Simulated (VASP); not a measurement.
# Si4N in VASP: notebook, part 2 of 2

VASP 6.6.1. Earlier steps stand in the parts before.

### 3 Single point, PBE+D3(BJ)

INCAR

```
SYSTEM = Si4N
  ALGO = Normal
  DIPOL = 0.5 0.5 0.379
  EDIFF = 1E-7
  ENCUT = 520
  GGA = PE
  IDIPOL = 3
  ISIF = 2
  ISMEAR = 0
  IVDW = 12
  LASPH = .TRUE.
  LCHARG = .TRUE.
  LDIPOL = .TRUE.
  LELF = .TRUE.
  LREAL = .FALSE.
  LVACPOTAV = .TRUE.
  LVHAR = .TRUE.
  LWAVE = .FALSE.
  NBANDS = 32
  NELM = 80
  PREC = Accurate
  SIGMA = 0.05
```

KPOINTS

```
k-points
0
G
  9 9 1
  0 0 0
```

POSCAR

```
Si4N
1.0
    3.8155170209      0.0000000000      0.0000000000
   -1.9077585104      3.3043346686      0.0000000000
    0.0000000000      0.0000000000     28.9874813843
Si N
8 2
Direct
    0.6666666667      0.3333333333      0.1379906018
    0.3333333333      0.6666666667      0.1654736894
    0.3333333333      0.6666666667      0.2468813277
    0.6666666667      0.3333333333      0.2743644153
    0.6666666667      0.3333333333      0.3556303104
    0.3333333333      0.6666666667      0.3827070033
    0.3333333333      0.6666666667      0.4657581680
    0.6666666667      0.3333333333      0.4894347735
    0.8333333333      0.6666666667      0.6170760801
    0.8333333333      0.6666666667      0.6550234956
```

Potentials or basis: VASP PAW PBE potentials, release 64 (Si, N).

On the command line:

```bash
$ cat potpaw_PBE.64/Si/POTCAR potpaw_PBE.64/N/POTCAR > POTCAR
$ mpirun -np 1 vasp_std > vasp.out
```

OUTCAR:

```text
SYSTEM = Si4N
   EDIFF = 1E-7
   ENCUT = 520
   GGA = PE
   ISIF = 2
   ISMEAR = 0
   IVDW = 12
   LASPH = .TRUE.
   LREAL = .FALSE.
   NELM = 80
   PREC = Accurate
 IVDW          = 12

 ion  position               nearest neighbor table
   1  0.667  0.333  0.138-   2 2.34   2 2.34   2 2.34
   2  0.333  0.667  0.165-   1 2.34   1 2.34   1 2.34   3 2.36
   3  0.333  0.667  0.247-   4 2.34   4 2.34   4 2.34   2 2.36
   4  0.667  0.333  0.274-   3 2.34   3 2.34   3 2.34   5 2.36
   5  0.667  0.333  0.356-   6 2.34   6 2.34   6 2.34   4 2.36
   6  0.333  0.667  0.383-   5 2.34   5 2.34   5 2.34   7 2.41
   7  0.333  0.667  0.466-   8 2.31   8 2.31   8 2.31   6 2.41
   8  0.667  0.333  0.489-   7 2.31   7 2.31   7 2.31
   9  0.833  0.667  0.617-  10 1.10
  10  0.833  0.667  0.655-   9 1.10

  LATTYP: Found a hexagonal cell.
 ALAT       =     3.8155170209
 C/A-ratio  =     7.5972617146

  Lattice vectors:

 A1 = (   3.8155170209,   0.0000000000,   0.0000000000)
 A2 = (  -1.9077585104,   3.3043346686,   0.0000000000)
 A3 = (   0.0000000000,   0.0000000000,  28.9874813843)

Analysis of symmetry for initial positions (statically):
=====================================================================
 Subroutine PRICEL returns:
 Original cell was already a primitive cell.

 Routine SETGRP: Setting up the symmetry group for a
 hexagonal supercell.

 Subroutine GETGRP returns: Found  2 space group operations
 (whereof  2 operations were pure point group operations)
 out of a pool of 24 trial point group operations.

The static configuration has the point symmetry C_1h.

Analysis of symmetry for dynamics (positions and initial velocities):
=====================================================================
 Subroutine PRICEL returns:
 Original cell was already a primitive cell.

 Routine SETGRP: Setting up the symmetry group for a
 hexagonal supercell.

 Subroutine GETGRP returns: Found  2 space group operations
 (whereof  2 operations were pure point group operations)
 out of a pool of 24 trial point group operations.

The dynamic configuration has the point symmetry C_1h.

 Subroutine INISYM returns: Found  2 space group operations
 (whereof  2 operations are pure point group operations),
 and found     1 'primitive' translations

----------------------------------------------------------------------------------------

                                     Primitive cell

  volume of cell :     365.4668

  direct lattice vectors                    reciprocal lattice vectors
     3.815517021  0.000000000  0.000000000     0.262087679  0.151316392  0.000000000
    -1.907758510  3.304334669  0.000000000     0.000000000  0.302632784  0.000000000
     0.000000000  0.000000000 28.987481384     0.000000000  0.000000000  0.034497650

  length of vectors
     3.815517021  3.815517021 28.987481384     0.302632784  0.302632784  0.034497650

  position of ions in fractional coordinates (direct lattice)
     0.666666667  0.333333333  0.137990602
     0.333333333  0.666666667  0.165473689
     0.333333333  0.666666667  0.246881328
     0.666666667  0.333333333  0.274364415
     0.666666667  0.333333333  0.355630310
     0.333333333  0.666666667  0.382707003
     0.333333333  0.666666667  0.465758168
     0.666666667  0.333333333  0.489434774
     0.833333333  0.666666667  0.617076080
     0.833333333  0.666666667  0.655023496

[... 70 lines left out ...]
   ions per type =               8   2
   NGX,Y,Z   is equivalent  to a cutoff of  12.20, 12.20, 12.39 a.u.
   NGXF,Y,Z  is equivalent  to a cutoff of  24.40, 24.40, 24.78 a.u.
 SYSTEM =  Si4N
   PREC   = accura    normal or accurate (medium, high low for compatibility)
   ISTART =      0    job   : 0-new  1-cont  2-samecut
   ICHARG =      2    charge: 1-file 2-atom 10-const
   ISPIN  =      1    spin polarized calculation?
   LNONCOLLINEAR =      F non collinear calculations
   LSORBIT =      F    spin-orbit coupling
   LASPH  =      T    aspherical Exc in radial PAW
   ENCUT  =  520.0 eV  38.22 Ry    6.18 a.u.   7.09  7.09 53.90*2*pi/ulx,y,z
   NELM   =     80;   NELMIN=  2; NELMDL= -5     # of ELM steps
   EDIFF  = 0.1E-06   stopping-criterion for ELM
   LREAL  =      F    real-space projection
   EDIFFG = 0.1E-05   stopping-criterion for IOM
   NSW    =      0    number of steps for IOM
   IBRION =     -1    ionic relax: 0-MD 1-quasi-New 2-CG
   NFREE  =      0    steps in history (QN), initial steepest desc. (CG)
   ISIF   =      2    stress and relaxation
   ISYM   =      2    0-nonsym 1-usesym 2-fastsym
   POTIM  = 0.5000    time-step for ionic-motion
   TEBEG  =    0.0;   TEEND  =   0.0 temperature during run
   PSTRESS=    0.0 pullay stress
   NELECT =      42.0000    total number of electrons
   NUPDOWN=      -1.0000    fix difference up-down
   EMIN   =  10.00;   EMAX   =-10.00  energy-range for DOS
   EFERMI =   0.00;   METHOD = LEGACY
   ISMEAR =     0;   SIGMA  =   0.05  broadening in eV -4-tet -1-fermi 0-gaus
   EFERMI_NEDOS =   21; number of points for ismear=-14 and -15
   IALGO  =     38    algorithm
   IMIX   =      4    mixing-type and parameters
     AMIX     =   0.40;   BMIX     =  1.00
     AMIX_MAG =   1.60;   BMIX_MAG =  1.00
  volume/ion in A,a.u.               =      36.55       246.63
  Fermi-wavevector in a.u.,A,eV,Ry     =   0.795931  1.504091  8.619369  0.633506
  Thomas-Fermi vector in A             =   1.902355
   LORBIT       =      0    0 simple, 1 ext, 2 COOP (PROOUT), +10 PAW based schemes
   GGA     = PE    functional components
   LHFCALC =     F    Hartree Fock is set to
   AEXX    =    0.0000 exact exchange contribution
   IVDW    =    12    specifies the selected vdW correction
   LEPSILON=     F    determine dielectric tensor
   LRPA    =     F    only Hartree local field effects (RPA)
 non-spin polarized calculation
 Gauss-broadening in eV      SIGMA  =   0.05
  energy-cutoff  :      520.00
  volume of cell :      365.47
 maximum number of plane-waves:      9885
   NGX = 15   NGY = 15   NGZ =107

 dipolmoment           0.000000      0.000000      0.029886 electrons x Angstroem

 number of electron      41.9999996 magnetization

 dipolmoment           0.000000      0.000000     -0.009299 electrons x Angstroem

 Free energy of the ion-electron system (eV)
  ---------------------------------------------------
  ext. energy  EPLUGINS =         0.00000000
  ---------------------------------------------------
  free energy    TOTEN  =       -57.32188107 eV

  energy without entropy =      -57.31627649  energy(sigma->0) =      -57.31907878

 E-fermi :   0.3532     XC(G=0):  -5.4423

 val. band max:        0.3156569792   @ k =   0.1111   0.0000   0.0000
 cond. band min:       0.3813582588   @ k =  -0.2222  -0.4444   0.0000
 fundamental gap:      0.0657012796
 Fermi energy:         0.3532152068

 k-point     1 :       0.0000    0.0000    0.0000
  band No.  band energies     occupation
      1     -23.7968      2.00000
      2     -11.5323      2.00000
      3     -10.9964      2.00000
      4     -10.2699      2.00000
      5      -9.5948      2.00000
      6      -8.9288      2.00000
[... 829 lines left out ...]
     31       4.9404      0.00000
     32       5.0734      0.00000

 [... further k-points ...]

------------------------ aborting loop because EDIFF is reached ----------------------------------------

 Edisp (eV)   -2.39515

 E8    (eV) :    -0.9954

  FORCE on cell =-STRESS in cart. coord.  units (eV):
  Direction    XX          YY          ZZ          XY          YZ          ZX
  --------------------------------------------------------------------------------------
  -------------------------------------------------------------------------------------
  Total       0.39548     0.43454     1.87242     0.00000     0.03542     0.00000
  in kB       1.73377     1.90498     8.20854     0.00000     0.15529     0.00000
  external pressure =        3.95 kB  Pullay stress =        0.00 kB

 VOLUME and BASIS-vectors are now :
 -----------------------------------------------------------------------------
  energy-cutoff  :      520.00
  volume of cell :      365.47
      direct lattice vectors                 reciprocal lattice vectors
     3.815517021  0.000000000  0.000000000     0.262087679  0.151316392  0.000000000
    -1.907758510  3.304334669  0.000000000     0.000000000  0.302632784  0.000000000
     0.000000000  0.000000000 28.987481384     0.000000000  0.000000000  0.034497650

 POSITION                                       TOTAL-FORCE (eV/Angst)
 -----------------------------------------------------------------------------------
      1.90776      1.10144      4.00000         0.000000      0.002408      0.481282
     -0.00000      2.20289      4.79667        -0.000000     -0.000870     -0.648335
     -0.00000      2.20289      7.15647        -0.000000     -0.001761      0.234089
      1.90776      1.10144      7.95313         0.000000      0.000605     -0.054439
      1.90776      1.10144     10.30883        -0.000000     -0.000748      0.020700
     -0.00000      2.20289     11.09371         0.000000      0.001699      0.019585
     -0.00000      2.20289     13.50116         0.000000      0.001165     -0.008286
      1.90776      1.10144     14.18748        -0.000000     -0.018996     -0.016386
      1.90776      2.20289     17.88748         0.000000      0.030011     -2.170638
      1.90776      2.20289     18.98748        -0.000000     -0.013514      2.142428
 -----------------------------------------------------------------------------------
    total drift:                                0.000000     -0.000040      0.000824

  FREE ENERGIE OF THE ION-ELECTRON SYSTEM (eV)
  ---------------------------------------------------
  free  energy   TOTEN  =       -59.7170318563 eV

  energy  without entropy=      -59.7114272766  energy(sigma->0) =      -59.71422957

 vacuum level on the upper side and lower side of the slab         5.046         5.180
```

It took 6.6 min on 1 thread of Intel Xeon 6975P-C (Granite Rapids), shared host; peak memory 0.54 GiB.

What came out:

* Free energy: -59.7170 eV
* Largest force: 2.171 eV/Å
* Band gap on the k mesh: zero (bands 21 and 22 overlap by 0.32 eV)
* Dispersion energy per atom: -0.240 eV

Forces on the atoms (eV/Å):
```
Si   0.000  0.002  0.481
Si   0.000 -0.001 -0.648
Si   0.000 -0.002  0.234
Si   0.000  0.001 -0.054
Si   0.000 -0.001  0.021
Si   0.000  0.002  0.020
Si   0.000  0.001 -0.008
Si   0.000 -0.019 -0.016
N    0.000  0.030 -2.171
N    0.000 -0.014  2.142
```

Levels at points of the mesh, in eV from the Fermi level:
| k point | band 19 | band 20 | band 21 | band 22 | band 23 | band 24 |
| --- | --- | --- | --- | --- | --- | --- |
| (0.00, 0.00, 0.00) | -0.25 | 0.12 | 0.12 | 0.74 | 1.48 | 2.01 |

Caveat: the standard files for N, O and F lose accuracy on very short bonds.

### 4 Single point, PBE+D3(BJ)

INCAR

```
SYSTEM = Si4N
  PREC = Accurate
  ENCUT = 520
  EDIFF = 1E-7
  ISMEAR = 0
  SIGMA = 0.05
  LREAL = .FALSE.
  LASPH = .TRUE.
  NELM = 100
  ALGO = Normal
  ISIF = 2
  LWAVE = .FALSE.
  LCHARG = .FALSE.
  LDIPOL = .TRUE.
  IDIPOL = 3
  DIPOL = 0.5 0.5 0.379
  GGA = PE
  IVDW = 12
  NBANDS = 32
```

KPOINTS

```
Automatic mesh
0
G
  9 9 1
  0 0 0
```

POSCAR: that of step 3 with these lines changed.

```diff
@@ -16,3 +16,3 @@
     0.6666666667      0.3333333333      0.4894347735
-    0.8333333333      0.6666666667      0.6170760801
-    0.8333333333      0.6666666667      0.6550234956
+    1.0000000000      0.5000000000      0.6170760801
+    1.0000000000      0.5000000000      0.6550234956
```

Potentials or basis: VASP PAW PBE potentials, release 64 (Si, N).

On the command line:

```bash
$ cat potpaw_PBE.64/Si/POTCAR potpaw_PBE.64/N/POTCAR > POTCAR
$ mpirun -np 1 vasp_std > vasp.out
```

OUTCAR:

```text
SYSTEM = Si4N
   PREC = Accurate
   ENCUT = 520
   EDIFF = 1E-7
   ISMEAR = 0
   LREAL = .FALSE.
   LASPH = .TRUE.
   NELM = 100
   ISIF = 2
   GGA = PE
   IVDW = 12
 IVDW          = 12

 ion  position               nearest neighbor table
   1  0.667  0.333  0.138-   2 2.34   2 2.34   2 2.34
   2  0.333  0.667  0.165-   1 2.34   1 2.34   1 2.34   3 2.36
   3  0.333  0.667  0.247-   4 2.34   4 2.34   4 2.34   2 2.36
   4  0.667  0.333  0.274-   3 2.34   3 2.34   3 2.34   5 2.36
   5  0.667  0.333  0.356-   6 2.34   6 2.34   6 2.34   4 2.36
[... 1072 lines left out ...]
  external pressure =        3.95 kB  Pullay stress =        0.00 kB

 VOLUME and BASIS-vectors are now :
 -----------------------------------------------------------------------------
  energy-cutoff  :      520.00
  volume of cell :      365.47
      direct lattice vectors                 reciprocal lattice vectors
     3.815517021  0.000000000  0.000000000     0.262087679  0.151316392  0.000000000
    -1.907758510  3.304334669  0.000000000     0.000000000  0.302632784  0.000000000
     0.000000000  0.000000000 28.987481384     0.000000000  0.000000000  0.034497650

 POSITION                                       TOTAL-FORCE (eV/Angst)
 -----------------------------------------------------------------------------------
      1.90776      1.10144      4.00000         0.000961      0.000555      0.481373
     -0.00000      2.20289      4.79667        -0.001063     -0.000613     -0.648519
     -0.00000      2.20289      7.15647         0.000701      0.000405      0.234151
      1.90776      1.10144      7.95313        -0.000718     -0.000415     -0.054428
      1.90776      1.10144     10.30883        -0.000714     -0.000412      0.020358
     -0.00000      2.20289     11.09371        -0.001831     -0.001057      0.021656
     -0.00000      2.20289     13.50116        -0.000915     -0.000528     -0.009530
      1.90776      1.10144     14.18748        -0.010629     -0.006137     -0.017716
     -0.95388      1.65217     17.88748         0.026018      0.015022     -2.171574
     -0.95388      1.65217     18.98748        -0.011810     -0.006818      2.144229
 -----------------------------------------------------------------------------------
    total drift:                                0.000028      0.000016      0.000553

  FREE ENERGIE OF THE ION-ELECTRON SYSTEM (eV)
  ---------------------------------------------------
  free  energy   TOTEN  =       -59.7169304669 eV

  energy  without entropy=      -59.7112800729  energy(sigma->0) =      -59.71410527

 vacuum level on the upper side and lower side of the slab         4.979         5.104
```

OSZICAR:

```text
N       E                     dE             d eps       ncg     rms          rms(c)
DAV:   1     0.205977411896E+03    0.20598E+03   -0.15119E+04  1600   0.101E+03
DAV:   2    -0.336618575431E+02   -0.23964E+03   -0.23151E+03  2176   0.189E+02
DAV:   3    -0.584442721495E+02   -0.24782E+02   -0.24500E+02  1976   0.619E+01
[... 25 lines left out ...]
DAV:  29    -0.573217042195E+02   -0.10676E-05   -0.66160E-08  1520   0.633E-04    0.402E-04
DAV:  30    -0.573217048427E+02   -0.62325E-06   -0.30810E-08  1464   0.493E-04    0.130E-04
DAV:  31    -0.573217052907E+02   -0.44800E-06   -0.21909E-08  1408   0.495E-04    0.224E-04
DAV:  32    -0.573217054416E+02   -0.15094E-06   -0.11049E-08  1296   0.301E-04    0.473E-05
DAV:  33    -0.573217054642E+02   -0.22558E-07   -0.12583E-09  1176   0.145E-04
   1 F= -.59716930E+02 E0= -.59714105E+02  d E =-.565039E-02
```

stdout:

```text
POSCAR found type information on POSCAR SiN
 POSCAR found :  2 types and      10 ions
 scaLAPACK will be used
 LDA part: xc-table for (Slater+PW92), standard interpolation
 POSCAR, INCAR and KPOINTS ok, starting setup
 FFT: planning ... GRIDC
 FFT: planning ... GRID_SOFT
 FFT: planning ... GRID
 WAVECAR not read
 entering main loop
```

Run time: 7.3 min. Hardware: 1 thread of Intel Xeon 6975P-C (Granite Rapids), shared host; peak memory 0.53 GiB.

What came out:

| Quantity | Value |
| --- | --- |
| Free energy | -59.7169 eV |
| Largest force | 2.172 eV/Å |
| Band gap on the k mesh | zero (bands 21 and 22 overlap by 0.31 eV) |
| Dispersion energy per atom | -0.240 eV |

Forces in eV/Å, atoms in the order of the input:
```
Si   0.001  0.001  0.481
Si  -0.001 -0.001 -0.649
Si   0.001  0.000  0.234
Si  -0.001  0.000 -0.054
Si  -0.001  0.000  0.020
Si  -0.002 -0.001  0.022
Si  -0.001 -0.001 -0.010
Si  -0.011 -0.006 -0.018
N    0.026  0.015 -2.172
N   -0.012 -0.007  2.144
```

Caveat: the standard files for N, O and F lose accuracy on very short bonds.

### 5 Overview

```tsv
cell	gap on the mesh (eV)	largest force (eV/Å)
as given, atomic positions A	none	2.19
as given, atomic positions B	none	2.17
as given, atomic positions C	none	2.17
```

Alike in all rows: task single point; level PBE+D3(BJ); potentials or basis VASP PAW PBE potentials, release 64 (Si, N); no spin polarisation; k mesh 9 × 9 × 1; cutoff (eV) 520; smearing gaussian 0.05 eV.

Caveats: the standard files for N, O and F lose accuracy on very short bonds.

Absolute energies hang on the potentials; compare differences alone.
